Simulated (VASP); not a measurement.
# SiC (SiC (F-43m)) (F-43m) in VASP: single point with PBE

Aim: the single point of SiC (SiC (F-43m)) with PBE.

All numbers are computed with VASP 6.6.1; they aren't measurements. Logs are shortened: lines on timing, memory, paths and dates and some standing lists are left out, and cuts for length are marked.

### 1 The cell of the first run

Symmetry: F-43m, No. 216, cubic system. The conventional cell has a = 4.380 Å, b = 4.380 Å, c = 4.380 Å, α = 90.00°, β = 90.00°, γ = 90.00°. Si (site symmetry -43m) has 4 C at 1.90 Å within 2.5 Å. Within 2.5 Å of C (site symmetry -43m) lie 4 Si at 1.90 Å.

### 2 Single point, PBE

Contents of INCAR:

```
SYSTEM = SiC
ALGO = Normal
EDIFF = 1E-6
ENCUT = 600
GGA = PE
GGA_COMPAT = .FALSE.
ISIF = 2
ISMEAR = 0
LASPH = .TRUE.
LCHARG = .FALSE.
LREAL = .FALSE.
LWAVE = .FALSE.
NBANDS = 26
NELM = 120
PREC = Accurate
SIGMA = 0.01
```

Contents of KPOINTS:

```
k-points
0
G
  3 3 3
  0 0 0
```

Contents of POSCAR:

```
SiC
1.0
    4.3797050000      0.0000000000      0.0000000000
    0.0000000000      0.0000000000     -4.3797050000
    0.0000000000      4.3797050000      0.0000000000
Si C
4 4
Direct
    0.2500000000      0.2500000000      0.2500000000
    0.2500000000      0.7500000000      0.7500000000
    0.7500000000      0.2500000000      0.7500000000
    0.7500000000      0.7500000000      0.2500000000
    0.0000000000      0.0000000000      0.0000000000
    0.0000000000      0.5000000000      0.5000000000
    0.5000000000      0.0000000000      0.5000000000
    0.5000000000      0.5000000000      0.0000000000
```

Potentials or basis: VASP PAW PBE potentials, release 64 (Si, C).

Command:

```bash
> cat potpaw_PBE.64/Si/POTCAR potpaw_PBE.64/C/POTCAR > POTCAR
> mpirun -np 1 vasp_std > vasp.out
```

OUTCAR:

```text
SYSTEM = SiC
   EDIFF = 1E-6
   ENCUT = 600
   GGA = PE
   ISIF = 2
   ISMEAR = 0
   LASPH = .TRUE.
   LREAL = .FALSE.
   NELM = 120
   PREC = Accurate

 ion  position               nearest neighbor table
   1  0.250  0.250  0.250-   5 1.90   6 1.90   7 1.90   8 1.90   3 3.10   4 3.10   2 3.10   2 3.10
                             3 3.10   2 3.10   4 3.10   2 3.10   3 3.10   4 3.10   3 3.10   4 3.10
   2  0.250  0.750  0.750-   5 1.90   6 1.90   7 1.90   8 1.90   3 3.10   4 3.10   1 3.10   1 3.10
                             4 3.10   1 3.10   3 3.10   1 3.10   3 3.10   4 3.10   4 3.10   3 3.10
   3  0.750  0.250  0.750-   5 1.90   6 1.90   7 1.90   8 1.90   2 3.10   4 3.10   1 3.10   1 3.10
                             4 3.10   2 3.10   4 3.10   4 3.10   1 3.10   2 3.10   1 3.10   2 3.10
   4  0.750  0.750  0.250-   5 1.90   6 1.90   7 1.90   8 1.90   2 3.10   3 3.10   1 3.10   2 3.10
                             3 3.10   1 3.10   3 3.10   3 3.10   1 3.10   2 3.10   2 3.10   1 3.10
   5  0.000  0.000  0.000-   1 1.90   2 1.90   3 1.90   4 1.90
   6  0.000  0.500  0.500-   1 1.90   2 1.90   3 1.90   4 1.90
   7  0.500  0.000  0.500-   1 1.90   2 1.90   3 1.90   4 1.90
   8  0.500  0.500  0.000-   1 1.90   2 1.90   3 1.90   4 1.90

  LATTYP: Found a simple cubic cell.
 ALAT       =     4.3797050000

  Lattice vectors:

 A1 = (   4.3797050000,   0.0000000000,   0.0000000000)
 A2 = (   0.0000000000,   0.0000000000,  -4.3797050000)
 A3 = (   0.0000000000,   4.3797050000,   0.0000000000)

Analysis of symmetry for initial positions (statically):
=====================================================================
 Subroutine PRICEL returns following result:

  LATTYP: Found a face centered cubic cell.
 ALAT       =     4.3797050000

  Lattice vectors:

 A1 = (   2.1898525000,   0.0000000000,   2.1898525000)
 A2 = (   2.1898525000,   2.1898525000,   0.0000000000)
 A3 = (   0.0000000000,   2.1898525000,   2.1898525000)

   4 primitive cells build up your supercell.

 Routine SETGRP: Setting up the symmetry group for a
 simple cubic supercell.

 Subroutine GETGRP returns: Found 24 space group operations
 (whereof 24 operations were pure point group operations)
 out of a pool of 48 trial point group operations.

The static configuration has the point symmetry T_d .

Analysis of symmetry for dynamics (positions and initial velocities):
=====================================================================
 Subroutine PRICEL returns following result:

  LATTYP: Found a face centered cubic cell.
 ALAT       =     4.3797050000

  Lattice vectors:

 A1 = (   2.1898525000,   0.0000000000,   2.1898525000)
 A2 = (   2.1898525000,   2.1898525000,   0.0000000000)
 A3 = (   0.0000000000,   2.1898525000,   2.1898525000)

   4 primitive cells build up your supercell.

 Routine SETGRP: Setting up the symmetry group for a
 simple cubic supercell.

 Subroutine GETGRP returns: Found 24 space group operations
 (whereof 24 operations were pure point group operations)
 out of a pool of 48 trial point group operations.

The dynamic configuration has the point symmetry T_d .

 Subroutine INISYM returns: Found 24 space group operations
 (whereof 24 operations are pure point group operations),
 and found     4 'primitive' translations

----------------------------------------------------------------------------------------

                                     Primitive cell

  volume of cell :      21.0027

  direct lattice vectors                    reciprocal lattice vectors
     2.189852500  0.000000000  2.189852500     0.228325880 -0.228325880  0.228325880
     2.189852500  2.189852500  0.000000000     0.228325880  0.228325880 -0.228325880
     0.000000000  2.189852500  2.189852500    -0.228325880  0.228325880  0.228325880

  length of vectors
     3.096919105  3.096919105  3.096919105     0.395472026  0.395472026  0.395472026

  position of ions in fractional coordinates (direct lattice)
     0.750000000  0.750000000  0.750000000
     0.000000000  0.000000000  0.000000000

  ion indices of the primitive-cell ions
   primitive index   ion index
                 1           1
                 2           5

----------------------------------------------------------------------------------------

 KPOINTS: k-points

Automatic generation of k-mesh.
 Grid dimensions read from file:
 generate k-points for:    3    3    3

 Generating k-lattice:

  Cartesian coordinates                     Fractional coordinates (reciprocal lattice)
     0.076108627  0.000000000  0.000000000     0.333333333  0.000000000  0.000000000
     0.000000000  0.000000000 -0.076108627     0.000000000  0.333333333  0.000000000
     0.000000000  0.076108627  0.000000000     0.000000000  0.000000000  0.333333333

  Length of vectors
     0.076108627  0.076108627  0.076108627

  Shift w.r.t. Gamma in fractional coordinates (k-lattice)
     0.000000000  0.000000000  0.000000000

 Subroutine IBZKPT returns following result:
 ===========================================

 Found      4 irreducible k-points:

 Following reciprocal coordinates:
            Coordinates               Weight
  0.000000  0.000000  0.000000      1.000000
  0.333333  0.000000  0.000000      6.000000
  0.333333  0.333333  0.000000     12.000000
  0.333333  0.333333  0.333333      8.000000
   k-points           NKPTS =      4   k-points in BZ     NKDIM =      4   number of bands    NBANDS=     26
   number of dos      NEDOS =    301   number of ions     NIONS =      8
   total plane-waves  NPLWV =  46656
   dimension x,y,z NGX =    36 NGY =   36 NGZ =   36
   dimension x,y,z NGXF=    72 NGYF=   72 NGZF=   72
   ions per type =               4   4
   NGX,Y,Z   is equivalent  to a cutoff of  13.66, 13.66, 13.66 a.u.
   NGXF,Y,Z  is equivalent  to a cutoff of  27.33, 27.33, 27.33 a.u.
 SYSTEM =  SiC
   PREC   = accura    normal or accurate (medium, high low for compatibility)
   ISTART =      0    job   : 0-new  1-cont  2-samecut
   ICHARG =      2    charge: 1-file 2-atom 10-const
   ISPIN  =      1    spin polarized calculation?
   LNONCOLLINEAR =      F non collinear calculations
   LSORBIT =      F    spin-orbit coupling
   LASPH  =      T    aspherical Exc in radial PAW
   ENCUT  =  600.0 eV  44.10 Ry    6.64 a.u.   8.75  8.75  8.75*2*pi/ulx,y,z
   NELM   =    120;   NELMIN=  2; NELMDL= -5     # of ELM steps
   EDIFF  = 0.1E-05   stopping-criterion for ELM
   LREAL  =      F    real-space projection
   EDIFFG = 0.1E-04   stopping-criterion for IOM
   NSW    =      0    number of steps for IOM
   IBRION =     -1    ionic relax: 0-MD 1-quasi-New 2-CG
   NFREE  =      0    steps in history (QN), initial steepest desc. (CG)
   ISIF   =      2    stress and relaxation
   ISYM   =      2    0-nonsym 1-usesym 2-fastsym
   POTIM  = 0.5000    time-step for ionic-motion
   TEBEG  =    0.0;   TEEND  =   0.0 temperature during run
   PSTRESS=    0.0 pullay stress
   NELECT =      32.0000    total number of electrons
   NUPDOWN=      -1.0000    fix difference up-down
   EMIN   =  10.00;   EMAX   =-10.00  energy-range for DOS
   EFERMI =   0.00;   METHOD = LEGACY
   ISMEAR =     0;   SIGMA  =   0.01  broadening in eV -4-tet -1-fermi 0-gaus
   EFERMI_NEDOS =   21; number of points for ismear=-14 and -15
   IALGO  =     38    algorithm
   IMIX   =      4    mixing-type and parameters
     AMIX     =   0.40;   BMIX     =  1.00
     AMIX_MAG =   1.60;   BMIX_MAG =  1.00
  volume/ion in A,a.u.               =      10.50        70.87
  Fermi-wavevector in a.u.,A,eV,Ry     =   1.186716  2.242567 19.161000  1.408294
  Thomas-Fermi vector in A             =   2.322882
   LORBIT       =      0    0 simple, 1 ext, 2 COOP (PROOUT), +10 PAW based schemes
   GGA     = PE    functional components
   LHFCALC =     F    Hartree Fock is set to
   AEXX    =    0.0000 exact exchange contribution
   IVDW    =     0    specifies the selected vdW correction
   LEPSILON=     F    determine dielectric tensor
   LRPA    =     F    only Hartree local field effects (RPA)
 non-spin polarized calculation
 Gauss-broadening in eV      SIGMA  =   0.01
  energy-cutoff  :      600.00
  volume of cell :       84.01
 maximum number of plane-waves:      2806
 NGX is ok and might be reduce to    36
   NGX = 17   NGY = 17   NGZ = 17

 number of electron      32.0000000 magnetization

 Free energy of the ion-electron system (eV)
  ---------------------------------------------------
  ext. energy  EPLUGINS =         0.00000000
  ---------------------------------------------------
  free energy    TOTEN  =       -60.20210748 eV

  energy without entropy =      -60.20210748  energy(sigma->0) =      -60.20210748

 E-fermi :   8.0010     XC(G=0): -11.2890

 val. band max:        7.9480421540   @ k =   0.0000   0.0000   0.0000
 cond. band min:       9.3125645462   @ k =   0.0000   0.0000   0.0000
 fundamental gap:      1.3645223923
 Fermi energy:         8.0010176875

 k-point     1 :       0.0000    0.0000    0.0000
  band No.  band energies     occupation
      1      -7.3422      2.00000
      2      -2.3924      2.00000
      3      -2.3924      2.00000
      4      -2.3924      2.00000
      5       0.1959      2.00000
      6       0.1959      2.00000
[... 18 lines left out ...]
     25      15.1461      0.00000
     26      15.1461      0.00000

 k-point     2 :       0.3333    0.0000    0.0000
  band No.  band energies     occupation
      1      -6.6312      2.00000
      2      -4.6011      2.00000
      3      -2.2286      2.00000
      4      -2.2286      2.00000
      5       0.6905      2.00000
      6       0.6905      2.00000
[... 18 lines left out ...]
     25      16.8648      0.00000
     26      16.8648      0.00000

 k-point     3 :       0.3333    0.3333    0.0000
  band No.  band energies     occupation
      1      -5.9448      2.00000
      2      -4.0359      2.00000
      3      -4.0359      2.00000
      4      -2.7758      2.00000
      5       0.9426      2.00000
      6       2.0189      2.00000
[... 18 lines left out ...]
     25      16.4052      0.00000
     26      16.4157      0.00000

 k-point     4 :       0.3333    0.3333    0.3333
  band No.  band energies     occupation
      1      -5.3025      2.00000
      2      -3.6855      2.00000
      3      -3.6855      2.00000
      4      -3.6855      2.00000
      5       0.2410      2.00000
      6       0.2410      2.00000
[... 18 lines left out ...]
     25      15.6549      0.00000
     26      16.7198      0.00000

------------------------ aborting loop because EDIFF is reached ----------------------------------------

  FORCE on cell =-STRESS in cart. coord.  units (eV):
  Direction    XX          YY          ZZ          XY          YZ          ZX
  --------------------------------------------------------------------------------------
  -------------------------------------------------------------------------------------
  Total       -0.0797248     -0.0797248     -0.0797248      0.0000000      0.0000000     -0.0000000
  in kB       -1.5204404     -1.5204404     -1.5204404      0.0000000      0.0000000     -0.0000000
  external PRESSURE =      -1.5204404 kB  Pullay stress =       0.0000000 kB

 VOLUME and BASIS-vectors are now :
 -----------------------------------------------------------------------------
  energy-cutoff  :      600.00
  volume of cell :       84.01
      direct lattice vectors                 reciprocal lattice vectors
     4.379705000  0.000000000  0.000000000     0.228325880  0.000000000  0.000000000
     0.000000000  0.000000000 -4.379705000     0.000000000  0.000000000 -0.228325880
     0.000000000  4.379705000  0.000000000     0.000000000  0.228325880  0.000000000

 POSITION                                       TOTAL-FORCE (eV/Angst)
 -----------------------------------------------------------------------------------
      1.09493      1.09493     -1.09493         0.000000      0.000000     -0.000000
      1.09493      3.28478     -3.28478         0.000000      0.000000     -0.000000
      3.28478      3.28478     -1.09493         0.000000      0.000000     -0.000000
      3.28478      1.09493     -3.28478         0.000000      0.000000     -0.000000
      0.00000      0.00000      0.00000        -0.000000     -0.000000      0.000000
      0.00000      2.18985     -2.18985        -0.000000      0.000000      0.000000
      2.18985      2.18985      0.00000         0.000000     -0.000000     -0.000000
      2.18985      0.00000     -2.18985        -0.000000      0.000000      0.000000
 -----------------------------------------------------------------------------------
    total drift:                                0.000000      0.000000     -0.000000

  FREE ENERGIE OF THE ION-ELECTRON SYSTEM (eV)
  ---------------------------------------------------
  free  energy   TOTEN  =       -60.2021074810 eV

  energy  without entropy=      -60.2021074810  energy(sigma->0) =      -60.20210748
```

Run time: 5.3 s. Hardware: 1 thread of Intel Xeon 6975P-C (Granite Rapids), shared host; peak memory 0.19 GiB.

Results:

- Free energy: -60.2021 eV
- Pressure: -0.2 GPa
- Band gap on the k mesh: 1.36 eV

Levels at points of the mesh, in eV from the valence-band top:
```
           k point  band 14  band 15  band 16  band 17  band 18  band 19
(0.00, 0.00, 0.00)     0.00     0.00     0.00     1.36     1.36     1.36
```

Caveat: the k points lie up to 0.48 Å⁻¹ apart. PBE gaps usually lie below the measured ones, often by a third to a half.
